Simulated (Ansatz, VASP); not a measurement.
# CoSi in VASP and in Ansatz

```xyz
2
Lattice="2.7040 0.0000 0.0000 0.0000 2.7040 0.0000 0.0000 0.0000 2.9449" Properties=species:S:1:pos:R:3 pbc="T T T"
Co    0.0000    0.0000    0.0000
Si    1.3520    1.3520    1.4725
```

Alike in both runs: functional PBE; k mesh 16 × 16 × 14; occupations gaussian, width 0.1 eV; collinear spin.

Ansatz relaxed the structure, and its values are those at the end. VASP's run is a single point on that final structure, the one shown.

|  | VASP | Ansatz |
| --- | --- | --- |
| version | VASP 6.6.1 | Ansatz 0.2.0 |
| potentials or method | VASP PAW PBE potentials, release 64 (Co, Si), cutoff 520 eV | scalar-relativistic, plane waves, PAW |
| valence electrons in the cell | 13 | 21 |

|  | VASP | Ansatz | Ansatz less VASP |
| --- | --- | --- | --- |
| gap on the k mesh at the Fermi level (eV) | none | none | - |
| pressure (GPa) | -0.1 | 0.0 | +0.08 |
| net moment per atom (μB) | 0.24 | 0.24 | +0.004 |
| size of the moment on the site where the two differ most (μB) | 0.48 | 0.50 | +0.017 |

Site moments also hang on the region over which each program counts them. A gap of «none» marks a metal or a gap that the smearing closes. VASP's potentials hold 13 valence electrons a cell and Ansatz's 21, so a difference there can come from the potentials and not from the codes. Ansatz's warnings: seeded moment not kept.
